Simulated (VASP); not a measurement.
# Ge3PPt: single point with PBE

The system is Ge3PPt.

```xyz
5
Lattice="0.0000 4.1994 0.0000 4.1994 0.0000 0.0000 2.0997 2.0997 -4.7087" Properties=species:S:1:pos:R:3 pbc="T T T"
P     0.0000    0.0000    0.0000
Pt    4.1994    4.1994   -3.3159
Ge    2.0997    2.0997   -0.9380
Ge    2.0997    4.1994   -2.3195
Ge    4.1994    2.0997   -2.3195
```

```yaml
Program: VASP 6.6.1
Task: single point
Functional: PBE
Potentials_or_basis: VASP PAW PBE potentials, release 64 (P, Pt, Ge_d)
Cutoff: 520 eV
k_mesh: 5 × 5 × 5
Occupations: tetrahedron
Spin: no spin polarisation
```

```
Pressure      : 24.3 GPa
Largest force : 3.129 eV/Å
```

Forces on the atoms (eV/Å):
```
P    0.000  0.000  0.454
Pt   0.000  0.000 -3.129
Ge   0.000  0.000  0.448
Ge   0.000  0.000  1.114
Ge   0.000  0.000  1.114
```

Stress tensor (GPa, compression positive):
```
23.58  0.00  0.00
 0.00 23.58  0.00
 0.00  0.00 25.79
```

Levels at points of the mesh, in eV from the Fermi level:
| k point | band 24 | band 25 | band 26 | band 27 | band 28 | band 29 | band 30 | band 31 | band 32 | band 33 |
| --- | --- | --- | --- | --- | --- | --- | --- | --- | --- | --- |
| (0.00, 0.00, 0.00) | -3.56 | -2.75 | -2.13 | -2.13 | -1.74 | -1.74 | -0.97 | 2.26 | 2.26 | 2.93 |

Run time: 52 s on 1 thread of Intel(R) Xeon(R) Platinum 8175M CPU @ 2.50GHz (Skylake/Cascade Lake), with other jobs on the host, peak memory 0.22 GiB.

Caveat: spin-orbit coupling is left out, which moves the levels of the heavy elements; forces of over 1 eV/Å act on the atoms, so gaps and moduli don't describe the material at rest; tetrahedron occupations give inexact forces and stress in metals.
